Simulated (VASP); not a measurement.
# P (Cmce) in VASP: single point with LDA

Aim: the single point of P with LDA.

Program: VASP 6.6.1. These are calculated values, not measurements. Logs are shortened: lines on timing, memory, paths and dates and some standing lists are left out, and cuts for length are marked.

## 1. The cell of the first run

It takes space group Cmce (No. 64, orthorhombic). The conventional cell has a = 3.307 Å, b = 10.162 Å, c = 4.140 Å, α = 90.00°, β = 90.00°, γ = 90.00°. Within 2.9 Å of P (site symmetry m) lie 3 P at 2.22 to 2.24 Å.

## 2. Single point, LDA

INCAR

```
SYSTEM = P
PREC = Accurate
ENCUT = 520
EDIFF = 1E-6
ISMEAR = 0
SIGMA = 0.05
LREAL = .False.
LASPH = .True.
NELM = 80
ALGO = Normal
ISIF = 2
LWAVE = .False.
LCHARG = .False.
NBANDS = 18
```

KPOINTS

```
Automatic mesh
0
Gamma
  14 14 10
  0 0 0
```

POSCAR

```
P
1.0
    1.6535533667     -5.0811843455      0.0000000000
    1.6535533667      5.0811843455      0.0000000000
    0.0000000000      0.0000000000      4.1399835398
P
4
Direct
    0.3935358074      0.6064641926      0.5715104118
    0.6064641926      0.3935358074      0.4284895882
    0.8935358074      0.1064641926      0.9284895882
    0.1064641926      0.8935358074      0.0715104118
```

Potentials or basis: VASP PAW LDA potentials, release 64 (P).

Run with:

```sh
> cat potpaw_LDA.64/P/POTCAR > POTCAR
> mpirun -np 1 vasp_std > vasp.out
```

OUTCAR:

```text
SYSTEM = P
   PREC = Accurate
   ENCUT = 520
   EDIFF = 1E-6
   ISMEAR = 0
   LREAL = .False.
   LASPH = .True.
   NELM = 80
   ISIF = 2

 ion  position               nearest neighbor table
   1  0.394  0.606  0.572-   3 2.22   3 2.22   2 2.24
   2  0.606  0.394  0.428-   4 2.22   4 2.22   1 2.24
   3  0.894  0.106  0.928-   1 2.22   1 2.22   4 2.24
   4  0.106  0.894  0.072-   2 2.22   2 2.22   3 2.24

  LATTYP: Found a base centered orthorhombic cell.
 ALAT       =     3.3071067334
 B/A-ratio  =     3.0728880288
 C/A-ratio  =     1.2518445498

  Lattice vectors:

 A1 = (   1.6535533667,  -5.0811843455,   0.0000000000)
 A2 = (   1.6535533667,   5.0811843455,   0.0000000000)
 A3 = (   0.0000000000,   0.0000000000,   4.1399835398)

Analysis of symmetry for initial positions (statically):
=====================================================================
 Subroutine PRICEL returns:
 Original cell was already a primitive cell.

 Routine SETGRP: Setting up the symmetry group for a
 base centered orthorhombic supercell.

 Subroutine GETGRP returns: Found  8 space group operations
 (whereof  4 operations were pure point group operations)
 out of a pool of  8 trial point group operations.

The static configuration has the point symmetry C_2h.
 The point group associated with its full space group is D_2h.

Analysis of symmetry for dynamics (positions and initial velocities):
=====================================================================
 Subroutine PRICEL returns:
 Original cell was already a primitive cell.

 Routine SETGRP: Setting up the symmetry group for a
 base centered orthorhombic supercell.

 Subroutine GETGRP returns: Found  8 space group operations
 (whereof  4 operations were pure point group operations)
 out of a pool of  8 trial point group operations.

The dynamic configuration has the point symmetry C_2h.
 The point group associated with its full space group is D_2h.

 Subroutine INISYM returns: Found  8 space group operations
 (whereof  4 operations are pure point group operations),
 and found     1 'primitive' translations

----------------------------------------------------------------------------------------

                                     Primitive cell

  volume of cell :      69.5684

  direct lattice vectors                    reciprocal lattice vectors
     1.653553367 -5.081184345  0.000000000     0.302379113 -0.098402255  0.000000000
     1.653553367  5.081184345  0.000000000     0.302379113  0.098402255  0.000000000
     0.000000000  0.000000000  4.139983540     0.000000000  0.000000000  0.241546854

  length of vectors
     5.343470136  5.343470136  4.139983540     0.317987628  0.317987628  0.241546854

  position of ions in fractional coordinates (direct lattice)
     0.393535807  0.606464193  0.571510412
     0.606464193  0.393535807  0.428489588
     0.893535807  0.106464193  0.928489588
     0.106464193  0.893535807  0.071510412

  ion indices of the primitive-cell ions
   primitive index   ion index
                 1           1
                 2           2
                 3           3
                 4           4

----------------------------------------------------------------------------------------

 KPOINTS: Automatic mesh

Automatic generation of k-mesh.
 Grid dimensions read from file:
 generate k-points for:   14   14   10

 Generating k-lattice:

  Cartesian coordinates                     Fractional coordinates (reciprocal lattice)
     0.021598508 -0.007028733  0.000000000     0.071428571 -0.000000000  0.000000000
     0.021598508  0.007028733  0.000000000    -0.000000000  0.071428571  0.000000000
     0.000000000  0.000000000  0.024154685     0.000000000  0.000000000  0.100000000

  Length of vectors
     0.022713402  0.022713402  0.024154685

  Shift w.r.t. Gamma in fractional coordinates (k-lattice)
     0.000000000  0.000000000  0.000000000

 Subroutine IBZKPT returns following result:
 ===========================================

 Found    342 irreducible k-points:

 Following reciprocal coordinates:
            Coordinates               Weight
  0.000000  0.000000  0.000000      1.000000
  0.071429  0.000000  0.000000      4.000000
  0.142857 -0.000000  0.000000      4.000000
  0.214286 -0.000000  0.000000      4.000000
  0.285714 -0.000000  0.000000      4.000000
  0.357143 -0.000000  0.000000      4.000000
[... 16 lines left out ...]
  0.214286  0.142857  0.000000      4.000000
  0.285714  0.142857  0.000000      4.000000
 [... further k-points ...]
   k-points           NKPTS =    342   k-points in BZ     NKDIM =    342   number of bands    NBANDS=     18
   number of dos      NEDOS =    301   number of ions     NIONS =      4
   total plane-waves  NPLWV =  51200
   dimension x,y,z NGX =    40 NGY =   40 NGZ =   32
   dimension x,y,z NGXF=    80 NGYF=   80 NGZF=   64
   ions per type =               4
   NGX,Y,Z   is equivalent  to a cutoff of  12.44, 12.44, 12.85 a.u.
   NGXF,Y,Z  is equivalent  to a cutoff of  24.89, 24.89, 25.70 a.u.
 SYSTEM =  P
   PREC   = accura    normal or accurate (medium, high low for compatibility)
   ISTART =      0    job   : 0-new  1-cont  2-samecut
   ICHARG =      2    charge: 1-file 2-atom 10-const
   ISPIN  =      1    spin polarized calculation?
   LNONCOLLINEAR =      F non collinear calculations
   LSORBIT =      F    spin-orbit coupling
   LASPH  =      T    aspherical Exc in radial PAW
   ENCUT  =  520.0 eV  38.22 Ry    6.18 a.u.   9.94  9.94  7.70*2*pi/ulx,y,z
   NELM   =     80;   NELMIN=  2; NELMDL= -5     # of ELM steps
   EDIFF  = 0.1E-05   stopping-criterion for ELM
   LREAL  =      F    real-space projection
   EDIFFG = 0.1E-04   stopping-criterion for IOM
   NSW    =      0    number of steps for IOM
   IBRION =     -1    ionic relax: 0-MD 1-quasi-New 2-CG
   NFREE  =      0    steps in history (QN), initial steepest desc. (CG)
   ISIF   =      2    stress and relaxation
   ISYM   =      2    0-nonsym 1-usesym 2-fastsym
   POTIM  = 0.5000    time-step for ionic-motion
   TEBEG  =    0.0;   TEEND  =   0.0 temperature during run
   PSTRESS=    0.0 pullay stress
   NELECT =      20.0000    total number of electrons
   NUPDOWN=      -1.0000    fix difference up-down
   EMIN   =  10.00;   EMAX   =-10.00  energy-range for DOS
   EFERMI =   0.00;   METHOD = LEGACY
   ISMEAR =     0;   SIGMA  =   0.05  broadening in eV -4-tet -1-fermi 0-gaus
   EFERMI_NEDOS =   21; number of points for ismear=-14 and -15
   IALGO  =     38    algorithm
   IMIX   =      4    mixing-type and parameters
     AMIX     =   0.40;   BMIX     =  1.00
     AMIX_MAG =   1.60;   BMIX_MAG =  1.00
  volume/ion in A,a.u.               =      17.39       117.37
  Fermi-wavevector in a.u.,A,eV,Ry     =   1.080474  2.041799 15.883763  1.167424
  Thomas-Fermi vector in A             =   2.216466
   LORBIT       =      0    0 simple, 1 ext, 2 COOP (PROOUT), +10 PAW based schemes
   GGA     = CA    functional components
   LHFCALC =     F    Hartree Fock is set to
   AEXX    =    0.0000 exact exchange contribution
   IVDW    =     0    specifies the selected vdW correction
   LEPSILON=     F    determine dielectric tensor
   LRPA    =     F    only Hartree local field effects (RPA)
 non-spin polarized calculation
 Gauss-broadening in eV      SIGMA  =   0.05
  energy-cutoff  :      520.00
  volume of cell :       69.57
 maximum number of plane-waves:      1894
   NGX = 19   NGY = 19   NGZ = 15

 number of electron      19.9999997 magnetization

 Free energy of the ion-electron system (eV)
  ---------------------------------------------------
  ext. energy  EPLUGINS =         0.00000000
  ---------------------------------------------------
  free energy    TOTEN  =       -24.11579932 eV

  energy without entropy =      -24.11559160  energy(sigma->0) =      -24.11569546

 E-fermi :   7.4611     XC(G=0): -10.5064

 val. band max:        7.4471316966   @ k =   0.5000   0.3571   0.0000
 cond. band min:       7.4629648438   @ k =  -0.4286   0.0714   0.0000
 fundamental gap:      0.0158331472
 Fermi energy:         7.4610812627

 k-point     1 :       0.0000    0.0000    0.0000
  band No.  band energies     occupation
      1      -8.5877      2.00000
      2      -5.1838      2.00000
      3      -1.6009      2.00000
      4       0.0793      2.00000
      5       2.2991      2.00000
      6       3.3426      2.00000
[... 10 lines left out ...]
     17      14.6671      0.00000
     18      14.8451      0.00000

 k-point     2 :       0.0714    0.0000    0.0000
  band No.  band energies     occupation
      1      -8.5223      2.00000
      2      -5.1333      2.00000
      3      -1.6551      2.00000
      4       0.1491      2.00000
      5       2.3613      2.00000
      6       2.9919      2.00000
[... 10 lines left out ...]
     17      14.0744      0.00000
     18      14.5376      0.00000

 k-point     3 :       0.1429   -0.0000    0.0000
  band No.  band energies     occupation
      1      -8.3266      2.00000
      2      -4.9810      2.00000
      3      -1.8567      2.00000
      4       0.3560      2.00000
      5       2.1452      2.00000
      6       2.5255      2.00000
[... 10 lines left out ...]
     17      12.8236      0.00000
     18      14.4320      0.00000

 k-point     4 :       0.2143   -0.0000    0.0000
  band No.  band energies     occupation
      1      -8.0024      2.00000
      2      -4.7254      2.00000
      3      -2.2889      2.00000
      4       0.6922      2.00000
      5       1.1181      2.00000
      6       2.0726      2.00000
[... 10 lines left out ...]
     17      12.3038      0.00000
     18      14.3214      0.00000

 k-point     5 :       0.2857   -0.0000    0.0000
  band No.  band energies     occupation
      1      -7.5534      2.00000
      2      -4.3642      2.00000
      3      -2.9692      2.00000
      4       0.0692      2.00000
      5       1.1413      2.00000
      6       1.9445      2.00000
[... 10 lines left out ...]
     17      13.7592      0.00000
     18      14.2665      0.00000

 k-point     6 :       0.3571   -0.0000    0.0000
  band No.  band energies     occupation
      1      -6.9849      2.00000
      2      -3.8950      2.00000
      3      -3.8043      2.00000
      4      -0.9235      2.00000
      5       1.6683      2.00000
      6       2.0861      2.00000
[... 10 lines left out ...]
     17      14.3075      0.00000
     18      14.5114      0.00000

 k-point     7 :       0.4286   -0.0000    0.0000
  band No.  band energies     occupation
      1      -6.3059      2.00000
      2      -4.6827      2.00000
      3      -3.3158      2.00000
      4      -1.8265      2.00000
      5       2.1818      2.00000
      6       2.3408      2.00000
[... 10 lines left out ...]
     17      14.3973      0.00000
     18      14.4002      0.00000

 k-point     8 :       0.5000    0.0000    0.0000
  band No.  band energies     occupation
      1      -5.5306      2.00000
      2      -5.5306      2.00000
      3      -2.6258      2.00000
      4      -2.6258      2.00000
      5       2.4562      2.00000
      6       2.4562      2.00000
[... 10 lines left out ...]
     17      14.4084      0.00000
     18      14.4084      0.00000
[... 229 lines left out ...]
     17      12.9176      0.00000
     18      13.6514      0.00000

 k-point    20 :      -0.1429    0.0714    0.0000
  band No.  band energies     occupation
      1      -8.4937      2.00000
      2      -5.2257      2.00000
      3      -1.6411      2.00000
      4       0.2592      2.00000
      5       2.4152      2.00000
      6       2.8549      2.00000
[... 10 lines left out ...]
     17      13.7308      0.00000
     18      14.1224      0.00000

 k-point    21 :      -0.0714    0.0714    0.0000
  band No.  band energies     occupation
      1      -8.5732      2.00000
      2      -5.2316      2.00000
      3      -1.5927      2.00000
      4       0.1360      2.00000
      5       2.3284      2.00000
      6       3.2705      2.00000
[... 10 lines left out ...]
     17      13.9475      0.00000
     18      14.8745      0.00000

 k-point    22 :       0.1429    0.1429    0.0000
  band No.  band energies     occupation
      1      -7.6082      2.00000
      2      -4.1871      2.00000
      3      -2.9370      2.00000
      4      -0.0371      2.00000
      5       0.9314      2.00000
      6       1.9211      2.00000
[... 10 lines left out ...]
     17      13.8207      0.00000
     18      14.4996      0.00000

 k-point    23 :       0.2143    0.1429    0.0000
  band No.  band energies     occupation
      1      -7.0635      2.00000
      2      -3.7342      2.00000
      3      -3.6448      2.00000
      4      -1.1189      2.00000
      5       1.3774      2.00000
      6       2.0716      2.00000
[... 10 lines left out ...]
     17      13.8783      0.00000
     18      15.6632      0.00000

 k-point    24 :       0.2857    0.1429    0.0000
  band No.  band energies     occupation
      1      -6.4038      2.00000
      2      -4.5780      2.00000
      3      -3.0093      2.00000
      4      -2.0985      2.00000
      5       1.8579      2.00000
      6       2.3711      2.00000
[... 10 lines left out ...]
     17      13.8286      0.00000
     18      15.2533      0.00000

 [... further k-points ...]
[... 5 lines left out ...]
  --------------------------------------------------------------------------------------
  -------------------------------------------------------------------------------------
  Total       -0.1152133     -0.1643323     -0.1373053      0.0000000      0.0000000      0.0000000
  in kB       -2.6533924     -3.7846148     -3.1621771      0.0000000      0.0000000      0.0000000
  external PRESSURE =      -3.2000614 kB  Pullay stress =       0.0000000 kB

 VOLUME and BASIS-vectors are now :
 -----------------------------------------------------------------------------
  energy-cutoff  :      520.00
  volume of cell :       69.57
      direct lattice vectors                 reciprocal lattice vectors
     1.653553367 -5.081184345  0.000000000     0.302379113 -0.098402255  0.000000000
     1.653553367  5.081184345  0.000000000     0.302379113  0.098402255  0.000000000
     0.000000000  0.000000000  4.139983540     0.000000000  0.000000000  0.241546854

 POSITION                                       TOTAL-FORCE (eV/Angst)
 -----------------------------------------------------------------------------------
      1.65355      1.08193      2.36604         0.000000     -0.041848      0.030654
      1.65355     -1.08193      1.77394         0.000000      0.041848     -0.030654
      1.65355     -3.99926      3.84393         0.000000     -0.041848     -0.030654
      1.65355      3.99926      0.29605         0.000000      0.041848      0.030654
 -----------------------------------------------------------------------------------
    total drift:                               -0.000000     -0.000000     -0.000000

  FREE ENERGIE OF THE ION-ELECTRON SYSTEM (eV)
  ---------------------------------------------------
  free  energy   TOTEN  =       -24.1157993154 eV

  energy  without entropy=      -24.1155915973  energy(sigma->0) =      -24.11569546
```

It took 6.1 min on 1 thread of Intel Xeon 8259CL, shared host; peak memory 0.4 GiB.

Results:

| Quantity | Value |
| --- | --- |
| Free energy | -24.1158 eV |
| Pressure | -0.3 GPa |
| Largest force | 0.052 eV/Å |
| Band gap on the k mesh | zero (bands 10 and 11 overlap by 0.33 eV) |

Forces on the atoms (eV/Å):
```
P    0.000 -0.042  0.031
P    0.000  0.042 -0.031
P    0.000 -0.042 -0.031
P    0.000  0.042  0.031
```

Levels at points of the mesh, in eV from the Fermi level:
```
           k point  band 7  band 8  band 9  band 10  band 11  band 12  band 13  band 14
(0.00, 0.00, 0.00)   -4.07   -2.89   -2.64    -1.35     1.01     1.22     1.89     3.52
(0.50, 0.00, 0.00)   -3.19   -3.19   -2.63    -2.63     0.74     0.74     1.06     1.06
(0.50, 0.50, 0.00)   -4.36   -2.13   -1.84    -0.46     0.49     0.67     2.50     3.22
(0.00, 0.00, 0.50)   -3.05   -3.05   -0.80    -0.80     1.50     1.50     2.22     2.22
(0.50, 0.00, 0.50)   -5.80   -5.80   -2.09    -2.09     1.55     1.55     4.83     4.83
(0.50, 0.50, 0.50)   -2.40   -2.40   -1.19    -1.19     1.30     1.30     2.76     2.76
```
